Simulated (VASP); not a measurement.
# Hf in VASP: single point with LDA

Aim: the single point of Hf with LDA.

All numbers are computed with VASP 6.6.1; they aren't measurements. Logs are shortened: lines on timing, memory, paths and dates and some standing lists are left out, and cuts for length are marked.

## (1) The cell of the first run

The cell holds a slab with vacuum, 5 atoms: a = 3.118 Å, b = 3.118 Å, c = 25.893 Å, α = 90.00°, β = 90.00°, γ = 120.00°.

## (2) Single point, LDA

Contents of INCAR:

```
SYSTEM = Hf
PREC = Accurate
ENCUT = 400
EDIFF = 1E-6
ISMEAR = -1
SIGMA = 0.08
LREAL = .False.
LASPH = .True.
NELM = 120
ALGO = Normal
ISIF = 2
LWAVE = .False.
LCHARG = .True.
LELF = .True.
LVHAR = .True.
NBANDS = 33
GGA_COMPAT = .False.
NELMDL = -8
```

Contents of KPOINTS:

```
regular mesh
0
Gamma
  12 12 1
  0 0 0
```

Contents of POSCAR:

```
Hf
1.0
    3.1180146446      0.0000000000      0.0000000000
   -1.5590073223      2.7002798916      0.0000000000
    0.0000000000      0.0000000000     25.8932000000
Hf
5
Direct
    0.0000000000      0.0000000000      0.3129801676
    0.3333333333      0.6666666667      0.4025170969
    0.0000000000      0.0000000000      0.4999999907
    0.3333333333      0.6666666667      0.5974829050
    0.0000000000      0.0000000000      0.6870198395
```

Potentials or basis: VASP PAW LDA potentials, release 64 (Hf_pv).

Run with:

```
cat potpaw_LDA.64/Hf_pv/POTCAR > POTCAR
mpirun -np 1 vasp_std > vasp.out
```

OUTCAR:

```text
SYSTEM = Hf
   PREC = Accurate
   ENCUT = 400
   EDIFF = 1E-6
   ISMEAR = -1
   LREAL = .False.
   LASPH = .True.
   NELM = 120
   ISIF = 2
   NELMDL = -8

 ion  position               nearest neighbor table
   1  0.000  0.000  0.313-   2 2.94   2 2.94   2 2.94
   2  0.333  0.667  0.403-   1 2.94   1 2.94   1 2.94   3 3.10   3 3.10   3 3.10
   3  0.000  0.000  0.500-   2 3.10   2 3.10   2 3.10   4 3.10   4 3.10   4 3.10
   4  0.333  0.667  0.597-   5 2.94   5 2.94   5 2.94   3 3.10   3 3.10   3 3.10
   5  0.000  0.000  0.687-   4 2.94   4 2.94   4 2.94

  LATTYP: Found a hexagonal cell.
 ALAT       =     3.1180146446
 C/A-ratio  =     8.3043869101

  Lattice vectors:

 A1 = (   3.1180146446,   0.0000000000,   0.0000000000)
 A2 = (  -1.5590073223,   2.7002798916,   0.0000000000)
 A3 = (   0.0000000000,   0.0000000000,  25.8932000000)

Analysis of symmetry for initial positions (statically):
=====================================================================
 Subroutine PRICEL returns:
 Original cell was already a primitive cell.

 Routine SETGRP: Setting up the symmetry group for a
 hexagonal supercell.

 Subroutine GETGRP returns: Found 12 space group operations
 (whereof 12 operations were pure point group operations)
 out of a pool of 24 trial point group operations.

The static configuration has the point symmetry D_3h.

Analysis of symmetry for dynamics (positions and initial velocities):
=====================================================================
 Subroutine PRICEL returns:
 Original cell was already a primitive cell.

 Routine SETGRP: Setting up the symmetry group for a
 hexagonal supercell.

 Subroutine GETGRP returns: Found 12 space group operations
 (whereof 12 operations were pure point group operations)
 out of a pool of 24 trial point group operations.

The dynamic configuration has the point symmetry D_3h.

 Subroutine INISYM returns: Found 12 space group operations
 (whereof 12 operations are pure point group operations),
 and found     1 'primitive' translations

----------------------------------------------------------------------------------------

                                     Primitive cell

  volume of cell :     218.0081

  direct lattice vectors                    reciprocal lattice vectors
     3.118014645  0.000000000  0.000000000     0.320716903  0.185165990  0.000000000
    -1.559007322  2.700279892  0.000000000     0.000000000  0.370331980  0.000000000
     0.000000000  0.000000000 25.893200000     0.000000000  0.000000000  0.038620178

  length of vectors
     3.118014645  3.118014645 25.893200000     0.370331980  0.370331980  0.038620178

  position of ions in fractional coordinates (direct lattice)
     0.000000000  0.000000000  0.312980168
     0.333333333  0.666666667  0.402517097
     0.000000000  0.000000000  0.499999991
     0.333333333  0.666666667  0.597482905
     0.000000000  0.000000000  0.687019840

  ion indices of the primitive-cell ions
   primitive index   ion index
                 1           1
                 2           2
                 3           3
                 4           4
                 5           5

----------------------------------------------------------------------------------------

 KPOINTS: regular mesh

Automatic generation of k-mesh.
 Grid dimensions read from file:
 generate k-points for:   12   12    1

 Generating k-lattice:

  Cartesian coordinates                     Fractional coordinates (reciprocal lattice)
     0.026726409  0.015430499  0.000000000     0.083333333  0.000000000  0.000000000
     0.000000000  0.030860998  0.000000000     0.000000000  0.083333333  0.000000000
     0.000000000  0.000000000  0.038620178     0.000000000  0.000000000  1.000000000

  Length of vectors
     0.030860998  0.030860998  0.038620178

  Shift w.r.t. Gamma in fractional coordinates (k-lattice)
     0.000000000  0.000000000  0.000000000

 Subroutine IBZKPT returns following result:
 ===========================================

 Found     19 irreducible k-points:

 Following reciprocal coordinates:
            Coordinates               Weight
  0.000000  0.000000  0.000000      1.000000
  0.083333  0.000000  0.000000      6.000000
  0.166667  0.000000  0.000000      6.000000
  0.250000  0.000000  0.000000      6.000000
  0.333333  0.000000  0.000000      6.000000
  0.416667  0.000000  0.000000      6.000000
[... 11 lines left out ...]
  0.333333  0.250000  0.000000     12.000000
  0.333333  0.333333  0.000000      2.000000
   k-points           NKPTS =     19   k-points in BZ     NKDIM =     19   number of bands    NBANDS=     33
   number of dos      NEDOS =    301   number of ions     NIONS =      5
   total plane-waves  NPLWV =  72000
   dimension x,y,z NGX =    20 NGY =   20 NGZ =  180
   dimension x,y,z NGXF=    40 NGYF=   40 NGZF=  360
   ions per type =               5
   NGX,Y,Z   is equivalent  to a cutoff of  10.66, 10.66, 11.56 a.u.
   NGXF,Y,Z  is equivalent  to a cutoff of  21.33, 21.33, 23.11 a.u.
 SYSTEM =  Hf
   PREC   = accura    normal or accurate (medium, high low for compatibility)
   ISTART =      0    job   : 0-new  1-cont  2-samecut
   ICHARG =      2    charge: 1-file 2-atom 10-const
   ISPIN  =      1    spin polarized calculation?
   LNONCOLLINEAR =      F non collinear calculations
   LSORBIT =      F    spin-orbit coupling
   LASPH  =      T    aspherical Exc in radial PAW
   ENCUT  =  400.0 eV  29.40 Ry    5.42 a.u.   5.08  5.08 42.23*2*pi/ulx,y,z
   NELM   =    120;   NELMIN=  2; NELMDL= -8     # of ELM steps
   EDIFF  = 0.1E-05   stopping-criterion for ELM
   LREAL  =      F    real-space projection
   EDIFFG = 0.1E-04   stopping-criterion for IOM
   NSW    =      0    number of steps for IOM
   IBRION =     -1    ionic relax: 0-MD 1-quasi-New 2-CG
   NFREE  =      0    steps in history (QN), initial steepest desc. (CG)
   ISIF   =      2    stress and relaxation
   ISYM   =      2    0-nonsym 1-usesym 2-fastsym
   POTIM  = 0.5000    time-step for ionic-motion
   TEBEG  =    0.0;   TEEND  =   0.0 temperature during run
   PSTRESS=    0.0 pullay stress
   NELECT =      50.0000    total number of electrons
   NUPDOWN=      -1.0000    fix difference up-down
   EMIN   =  10.00;   EMAX   =-10.00  energy-range for DOS
   EFERMI =   0.00;   METHOD = LEGACY
   ISMEAR =    -1;   SIGMA  =   0.08  broadening in eV -4-tet -1-fermi 0-gaus
   EFERMI_NEDOS =   21; number of points for ismear=-14 and -15
   IALGO  =     38    algorithm
   IMIX   =      4    mixing-type and parameters
     AMIX     =   0.40;   BMIX     =  1.00
     AMIX_MAG =   1.60;   BMIX_MAG =  1.00
  volume/ion in A,a.u.               =      43.60       294.24
  Fermi-wavevector in a.u.,A,eV,Ry     =   1.002091  1.893678 13.662792  1.004187
  Thomas-Fermi vector in A             =   2.134556
   LORBIT       =      0    0 simple, 1 ext, 2 COOP (PROOUT), +10 PAW based schemes
   GGA     = CA    functional components
   LHFCALC =     F    Hartree Fock is set to
   AEXX    =    0.0000 exact exchange contribution
   IVDW    =     0    specifies the selected vdW correction
   LEPSILON=     F    determine dielectric tensor
   LRPA    =     F    only Hartree local field effects (RPA)
 non-spin polarized calculation
  energy-cutoff  :      400.00
  volume of cell :      218.01
 maximum number of plane-waves:      3997
   NGX = 11   NGY = 11   NGZ = 85

 number of electron      50.0000013 magnetization

 Free energy of the ion-electron system (eV)
  ---------------------------------------------------
  ext. energy  EPLUGINS =         0.00000000
  ---------------------------------------------------
  free energy    TOTEN  =       -51.50167897 eV

  energy without entropy =      -51.38862399  energy(sigma->0) =      -51.44515148

 E-fermi :   0.2275     XC(G=0):  -6.4385

 val. band max:        0.2244247712   @ k =   0.0833   0.0833   0.0000
 cond. band min:       0.2351157117   @ k =   0.3333   0.1667   0.0000
 fundamental gap:      0.0106909406
 Fermi energy:         0.2274969316

 k-point     1 :       0.0000    0.0000    0.0000
  band No.  band energies     occupation
      1     -30.6542      2.00000
      2     -30.5909      2.00000
      3     -30.2064      2.00000
      4     -29.8681      2.00000
      5     -29.8681      2.00000
      6     -29.8679      2.00000
[... 25 lines left out ...]
     32       1.6032      0.00000
     33       1.7420      0.00000

 k-point     2 :       0.0833    0.0000    0.0000
  band No.  band energies     occupation
      1     -30.6363      2.00000
      2     -30.5790      2.00000
      3     -30.2089      2.00000
      4     -29.9371      2.00000
      5     -29.9210      2.00000
      6     -29.8813      2.00000
[... 25 lines left out ...]
     32       1.6056      0.00000
     33       1.7219      0.00000

 k-point     3 :       0.1667    0.0000    0.0000
  band No.  band energies     occupation
      1     -30.5878      2.00000
      2     -30.5486      2.00000
      3     -30.2283      2.00000
      4     -30.0925      2.00000
      5     -30.0499      2.00000
      6     -29.9169      2.00000
[... 25 lines left out ...]
     32       1.8027      0.00000
     33       2.0850      0.00000

 k-point     4 :       0.2500    0.0000    0.0000
  band No.  band energies     occupation
      1     -30.5297      2.00000
      2     -30.5182      2.00000
      3     -30.3174      2.00000
      4     -30.2801      2.00000
      5     -30.1623      2.00000
      6     -30.0014      2.00000
[... 493 lines left out ...]
     32       1.7466      0.00000
     33       2.4669      0.00000

 k-point    18 :       0.3333    0.2500    0.0000
  band No.  band energies     occupation
      1     -30.5381      2.00000
      2     -30.5316      2.00000
      3     -30.4458      2.00000
      4     -30.4268      2.00000
      5     -30.3312      2.00000
      6     -30.3126      2.00000
[... 25 lines left out ...]
     32       2.2435      0.00000
     33       2.7661      0.00000

 k-point    19 :       0.3333    0.3333    0.0000
  band No.  band energies     occupation
      1     -30.4778      2.00000
      2     -30.4626      2.00000
      3     -30.4305      2.00000
      4     -30.4169      2.00000
      5     -30.4131      2.00000
      6     -30.4027      2.00000
[... 25 lines left out ...]
     32       2.4148      0.00000
     33       2.9049      0.00000

------------------------ aborting loop because EDIFF is reached ----------------------------------------

  FORCE on cell =-STRESS in cart. coord.  units (eV):
  Direction    XX          YY          ZZ          XY          YZ          ZX
  --------------------------------------------------------------------------------------
  -------------------------------------------------------------------------------------
  Total       -1.5035391     -1.5035391      0.0118405     -0.0000000      0.0000000      0.0000000
  in kB      -11.0497554    -11.0497554      0.0870177     -0.0000000      0.0000000      0.0000000
  external PRESSURE =      -7.3374977 kB  Pullay stress =       0.0000000 kB

 VOLUME and BASIS-vectors are now :
 -----------------------------------------------------------------------------
  energy-cutoff  :      400.00
  volume of cell :      218.01
      direct lattice vectors                 reciprocal lattice vectors
     3.118014645  0.000000000  0.000000000     0.320716903  0.185165990  0.000000000
    -1.559007322  2.700279892  0.000000000     0.000000000  0.370331980  0.000000000
     0.000000000  0.000000000 25.893200000     0.000000000  0.000000000  0.038620178

 POSITION                                       TOTAL-FORCE (eV/Angst)
 -----------------------------------------------------------------------------------
      0.00000      0.00000      8.10406         0.000000     -0.000000      0.004909
     -0.00000      1.80019     10.42246        -0.000000     -0.000000     -0.021934
      0.00000      0.00000     12.94660        -0.000000     -0.000000     -0.000000
     -0.00000      1.80019     15.47074         0.000000      0.000000      0.021934
      0.00000      0.00000     17.78914        -0.000000      0.000000     -0.004909
 -----------------------------------------------------------------------------------
    total drift:                                0.000000     -0.000000      0.000005

  FREE ENERGIE OF THE ION-ELECTRON SYSTEM (eV)
  ---------------------------------------------------
  free  energy   TOTEN  =       -51.5016789651 eV

  energy  without entropy=      -51.3886239903  energy(sigma->0) =      -51.44515148
```

It took 3.9 min on 1 thread of Intel Xeon Platinum 8488C (Sapphire Rapids), shared host; peak memory 0.23 GiB.

Results:

```
Free energy            : -51.5017 eV
Largest force          : 0.022 eV/Å
Band gap on the k mesh : zero (band 25 reaches 1.17 eV, above the bottom of band 26 at -0.32 eV)
```

Forces on the atoms (eV/Å):
```
Hf   0.000  0.000  0.005
Hf   0.000  0.000 -0.022
Hf   0.000  0.000  0.000
Hf   0.000  0.000  0.022
Hf   0.000  0.000 -0.005
```

Caveat: spin-orbit coupling is left out, which moves the levels of the heavy elements.
